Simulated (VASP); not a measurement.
# SrCl2 (Fm-3m) in VASP: single point with PBE

Aim: the single point of SrCl2 with PBE.

Program: VASP 6.6.1. These are calculated values, not measurements. Logs are shortened: lines on timing, memory, paths and dates and some standing lists are left out, and cuts for length are marked.

## (1) The cell of the first run

The structure is cubic, space group Fm-3m (No. 225). The conventional cell has a = 6.971 Å, b = 6.971 Å, c = 6.971 Å, α = 90.00°, β = 90.00°, γ = 90.00°. Within 4.0 Å of Sr (site symmetry m-3m) lie 8 Cl at 3.02 Å. Within 4.0 Å of Cl (site symmetry -43m) lie 4 Sr at 3.02 Å and 6 Cl at 3.49 Å.

## (2) Single point, PBE

Input file INCAR:

```
PREC = Accurate
ENCUT = 520
EDIFF = 1E-7
ISMEAR = 0
SIGMA = 0.1
LREAL = F
LASPH = T
NELM = 60
ALGO = Normal
ISIF = 2
LWAVE = F
LCHARG = F
GGA = PE
NBANDS = 19
```

Input file KPOINTS:

```
regular mesh
0
Gamma
  4 4 4
```

Input file POSCAR:

```
SrCl2
1.0
    0.0000000000      3.4855000000      3.4855000000
    3.4855000000      0.0000000000      3.4855000000
    3.4855000000      3.4855000000      0.0000000000
Sr Cl
1 2
Direct
    0.0000000000      0.0000000000      0.0000000000
    0.2500000000      0.2500000000      0.2500000000
    0.7500000000      0.7500000000      0.7500000000
```

Potentials or basis: VASP PAW PBE potentials, release 64 (Sr_sv, Cl).

Run with:

```
> cat potpaw_PBE.64/Sr_sv/POTCAR potpaw_PBE.64/Cl/POTCAR > POTCAR
> mpirun -np 1 vasp_std > vasp.out
```

OUTCAR:

```text
PREC = Accurate
   ENCUT = 520
   EDIFF = 1E-7
   ISMEAR = 0
   LREAL = F
   LASPH = T
   NELM = 60
   ISIF = 2
   GGA = PE

 ion  position               nearest neighbor table
   1  0.000  0.000  0.000-   3 3.02   3 3.02   3 3.02   2 3.02   3 3.02   2 3.02   2 3.02   2 3.02

   2  0.250  0.250  0.250-   1 3.02   1 3.02   1 3.02   1 3.02
   3  0.750  0.750  0.750-   1 3.02   1 3.02   1 3.02   1 3.02

  LATTYP: Found a face centered cubic cell.
 ALAT       =     6.9710000000

  Lattice vectors:

 A1 = (   0.0000000000,   3.4855000000,   3.4855000000)
 A2 = (   3.4855000000,   0.0000000000,   3.4855000000)
 A3 = (   3.4855000000,   3.4855000000,   0.0000000000)

Analysis of symmetry for initial positions (statically):
=====================================================================
 Subroutine PRICEL returns:
 Original cell was already a primitive cell.

 Routine SETGRP: Setting up the symmetry group for a
 face centered cubic supercell.

 Subroutine GETGRP returns: Found 48 space group operations
 (whereof 48 operations were pure point group operations)
 out of a pool of 48 trial point group operations.

The static configuration has the point symmetry O_h .

Analysis of symmetry for dynamics (positions and initial velocities):
=====================================================================
 Subroutine PRICEL returns:
 Original cell was already a primitive cell.

 Routine SETGRP: Setting up the symmetry group for a
 face centered cubic supercell.

 Subroutine GETGRP returns: Found 48 space group operations
 (whereof 48 operations were pure point group operations)
 out of a pool of 48 trial point group operations.

The dynamic configuration has the point symmetry O_h .

 Subroutine INISYM returns: Found 48 space group operations
 (whereof 48 operations are pure point group operations),
 and found     1 'primitive' translations

----------------------------------------------------------------------------------------

                                     Primitive cell

  volume of cell :      84.6887

  direct lattice vectors                    reciprocal lattice vectors
     0.000000000  3.485500000  3.485500000    -0.143451442  0.143451442  0.143451442
     3.485500000  0.000000000  3.485500000     0.143451442 -0.143451442  0.143451442
     3.485500000  3.485500000  0.000000000     0.143451442  0.143451442 -0.143451442

  length of vectors
     4.929241372  4.929241372  4.929241372     0.248465185  0.248465185  0.248465185

  position of ions in fractional coordinates (direct lattice)
     0.000000000  0.000000000  0.000000000
     0.250000000  0.250000000  0.250000000
     0.750000000  0.750000000  0.750000000

  ion indices of the primitive-cell ions
   primitive index   ion index
                 1           1
                 2           2
                 3           3

----------------------------------------------------------------------------------------

 KPOINTS: regular mesh

Automatic generation of k-mesh.
 Grid dimensions read from file:
 generate k-points for:    4    4    4

 Generating k-lattice:

  Cartesian coordinates                     Fractional coordinates (reciprocal lattice)
    -0.035862860  0.035862860  0.035862860     0.250000000  0.000000000  0.000000000
     0.035862860 -0.035862860  0.035862860     0.000000000  0.250000000  0.000000000
     0.035862860  0.035862860 -0.035862860     0.000000000  0.000000000  0.250000000

  Length of vectors
     0.062116296  0.062116296  0.062116296

  Shift w.r.t. Gamma in fractional coordinates (k-lattice)
     0.000000000  0.000000000  0.000000000

 Subroutine IBZKPT returns following result:
 ===========================================

 Found      8 irreducible k-points:

 Following reciprocal coordinates:
            Coordinates               Weight
  0.000000  0.000000  0.000000      1.000000
  0.250000  0.000000  0.000000      8.000000
  0.500000  0.000000  0.000000      4.000000
  0.250000  0.250000  0.000000      6.000000
  0.500000  0.250000  0.000000     24.000000
 -0.250000  0.250000  0.000000     12.000000
  0.500000  0.500000  0.000000      3.000000
 -0.250000  0.500000  0.250000      6.000000
   k-points           NKPTS =      8   k-points in BZ     NKDIM =      8   number of bands    NBANDS=     19
   number of dos      NEDOS =    301   number of ions     NIONS =      3
   total plane-waves  NPLWV =  64000
   dimension x,y,z NGX =    40 NGY =   40 NGZ =   40
   dimension x,y,z NGXF=    80 NGYF=   80 NGZF=   80
   ions per type =               1   2
   NGX,Y,Z   is equivalent  to a cutoff of  13.49, 13.49, 13.49 a.u.
   NGXF,Y,Z  is equivalent  to a cutoff of  26.98, 26.98, 26.98 a.u.
 SYSTEM =  unknown system
   PREC   = accura    normal or accurate (medium, high low for compatibility)
   ISTART =      0    job   : 0-new  1-cont  2-samecut
   ICHARG =      2    charge: 1-file 2-atom 10-const
   ISPIN  =      1    spin polarized calculation?
   LNONCOLLINEAR =      F non collinear calculations
   LSORBIT =      F    spin-orbit coupling
   LASPH  =      T    aspherical Exc in radial PAW
   ENCUT  =  520.0 eV  38.22 Ry    6.18 a.u.   9.17  9.17  9.17*2*pi/ulx,y,z
   NELM   =     60;   NELMIN=  2; NELMDL= -5     # of ELM steps
   EDIFF  = 0.1E-06   stopping-criterion for ELM
   LREAL  =      F    real-space projection
   EDIFFG = 0.1E-05   stopping-criterion for IOM
   NSW    =      0    number of steps for IOM
   IBRION =     -1    ionic relax: 0-MD 1-quasi-New 2-CG
   NFREE  =      0    steps in history (QN), initial steepest desc. (CG)
   ISIF   =      2    stress and relaxation
   ISYM   =      2    0-nonsym 1-usesym 2-fastsym
   POTIM  = 0.5000    time-step for ionic-motion
   TEBEG  =    0.0;   TEEND  =   0.0 temperature during run
   PSTRESS=    0.0 pullay stress
   NELECT =      24.0000    total number of electrons
   NUPDOWN=      -1.0000    fix difference up-down
   EMIN   =  10.00;   EMAX   =-10.00  energy-range for DOS
   EFERMI =   0.00;   METHOD = LEGACY
   ISMEAR =     0;   SIGMA  =   0.10  broadening in eV -4-tet -1-fermi 0-gaus
   EFERMI_NEDOS =   21; number of points for ismear=-14 and -15
   IALGO  =     38    algorithm
   IMIX   =      4    mixing-type and parameters
     AMIX     =   0.40;   BMIX     =  1.00
     AMIX_MAG =   1.60;   BMIX_MAG =  1.00
  volume/ion in A,a.u.               =      28.23       190.50
  Fermi-wavevector in a.u.,A,eV,Ry     =   1.075318  2.032056 15.732530  1.156308
  Thomas-Fermi vector in A             =   2.211171
   LORBIT       =      0    0 simple, 1 ext, 2 COOP (PROOUT), +10 PAW based schemes
   GGA     = PE    functional components
   LHFCALC =     F    Hartree Fock is set to
   AEXX    =    0.0000 exact exchange contribution
   IVDW    =     0    specifies the selected vdW correction
   LEPSILON=     F    determine dielectric tensor
   LRPA    =     F    only Hartree local field effects (RPA)
 non-spin polarized calculation
 Gauss-broadening in eV      SIGMA  =   0.10
  energy-cutoff  :      520.00
  volume of cell :       84.69
 maximum number of plane-waves:      2284
 NGX is ok and might be reduce to    40
   NGX = 19   NGY = 19   NGZ = 19

 number of electron      24.0000003 magnetization

 Free energy of the ion-electron system (eV)
  ---------------------------------------------------
  ext. energy  EPLUGINS =         0.00000000
  ---------------------------------------------------
  free energy    TOTEN  =       -12.78071837 eV

  energy without entropy =      -12.78071837  energy(sigma->0) =      -12.78071837

 E-fermi :   0.7167     XC(G=0):  -8.2934

 val. band max:        0.1687466624   @ k =   0.5000   0.5000   0.0000
 cond. band min:       5.5164575895   @ k =   0.0000   0.0000   0.0000
 fundamental gap:      5.3477109271
 Fermi energy:         0.7166973383

 k-point     1 :       0.0000    0.0000    0.0000
  band No.  band energies     occupation
      1     -32.7102      2.00000
      2     -14.7029      2.00000
      3     -14.7029      2.00000
      4     -14.7029      2.00000
      5     -13.1442      2.00000
      6     -12.2892      2.00000
[... 11 lines left out ...]
     18       9.2084      0.00000
     19       9.4975      0.00000

 k-point     2 :       0.2500    0.0000    0.0000
  band No.  band energies     occupation
      1     -32.7086      2.00000
      2     -14.8675      2.00000
      3     -14.7099      2.00000
      4     -14.7099      2.00000
      5     -12.8651      2.00000
      6     -12.3890      2.00000
[... 11 lines left out ...]
     18       8.8061      0.00000
     19       9.7960      0.00000

 k-point     3 :       0.5000    0.0000    0.0000
  band No.  band energies     occupation
      1     -32.7069      2.00000
      2     -14.9909      2.00000
      3     -14.7168      2.00000
      4     -14.7168      2.00000
      5     -12.7436      2.00000
      6     -12.3597      2.00000
[... 11 lines left out ...]
     18       8.7998      0.00000
     19       8.9664      0.00000

 k-point     4 :       0.2500    0.2500    0.0000
  band No.  band energies     occupation
      1     -32.7080      2.00000
      2     -14.9050      2.00000
      3     -14.7196      2.00000
      4     -14.7196      2.00000
      5     -12.7440      2.00000
      6     -12.4471      2.00000
[... 11 lines left out ...]
     18       8.6467      0.00000
     19       9.2602      0.00000

 k-point     5 :       0.5000    0.2500    0.0000
  band No.  band energies     occupation
      1     -32.7064      2.00000
      2     -14.9690      2.00000
      3     -14.7948      2.00000
      4     -14.7265      2.00000
      5     -12.5785      2.00000
      6     -12.4436      2.00000
[... 11 lines left out ...]
     18       9.1008      0.00000
     19       9.8432      0.00000

 k-point     6 :      -0.2500    0.2500    0.0000
  band No.  band energies     occupation
      1     -32.7069      2.00000
      2     -14.9149      2.00000
      3     -14.8135      2.00000
      4     -14.7169      2.00000
      5     -12.6157      2.00000
      6     -12.4623      2.00000
[... 11 lines left out ...]
     18       8.7192      0.00000
     19      10.0785      0.00000

 k-point     7 :       0.5000    0.5000    0.0000
  band No.  band energies     occupation
      1     -32.7059      2.00000
      2     -15.0534      2.00000
      3     -14.7362      2.00000
      4     -14.7362      2.00000
      5     -12.5943      2.00000
      6     -12.3780      2.00000
[... 11 lines left out ...]
     18       8.8489      0.00000
     19      10.1090      0.00000

 k-point     8 :      -0.2500    0.5000    0.2500
  band No.  band energies     occupation
      1     -32.7059      2.00000
      2     -14.9042      2.00000
      3     -14.9042      2.00000
      4     -14.7365      2.00000
      5     -12.4769      2.00000
      6     -12.4769      2.00000
[... 11 lines left out ...]
     18       9.6753      0.00000
     19      10.8203      0.00000

------------------------ aborting loop because EDIFF is reached ----------------------------------------

  FORCE on cell =-STRESS in cart. coord.  units (eV):
  Direction    XX          YY          ZZ          XY          YZ          ZX
  --------------------------------------------------------------------------------------
  -------------------------------------------------------------------------------------
  Total        0.6195616      0.6195616      0.6195616     -0.0000000     -0.0000000     -0.0000000
  in kB       11.7211385     11.7211385     11.7211385     -0.0000000     -0.0000000     -0.0000000
  external PRESSURE =      11.7211385 kB  Pullay stress =       0.0000000 kB

 VOLUME and BASIS-vectors are now :
 -----------------------------------------------------------------------------
  energy-cutoff  :      520.00
  volume of cell :       84.69
      direct lattice vectors                 reciprocal lattice vectors
     0.000000000  3.485500000  3.485500000    -0.143451442  0.143451442  0.143451442
     3.485500000  0.000000000  3.485500000     0.143451442 -0.143451442  0.143451442
     3.485500000  3.485500000  0.000000000     0.143451442  0.143451442 -0.143451442

 POSITION                                       TOTAL-FORCE (eV/Angst)
 -----------------------------------------------------------------------------------
      0.00000      0.00000      0.00000         0.000000      0.000000      0.000000
      1.74275      1.74275      1.74275         0.000000      0.000000      0.000000
      5.22825      5.22825      5.22825        -0.000000     -0.000000     -0.000000
 -----------------------------------------------------------------------------------
    total drift:                               -0.000000     -0.000000      0.000000

  FREE ENERGIE OF THE ION-ELECTRON SYSTEM (eV)
  ---------------------------------------------------
  free  energy   TOTEN  =       -12.7807183706 eV

  energy  without entropy=      -12.7807183706  energy(sigma->0) =      -12.78071837
```

Run time: 9.3 s. Hardware: 1 thread of Intel Xeon Platinum 8559C (Emerald Rapids), shared host; peak memory 0.23 GiB.

What came out:

```
Free energy            : -12.7807 eV
Pressure               : 1.2 GPa
Band gap on the k mesh : 5.35 eV, indirect (least direct gap 5.50 eV)
```

A k mesh can miss the band edges. A hybrid or GW would open this gap; PBE tends to underestimate it.
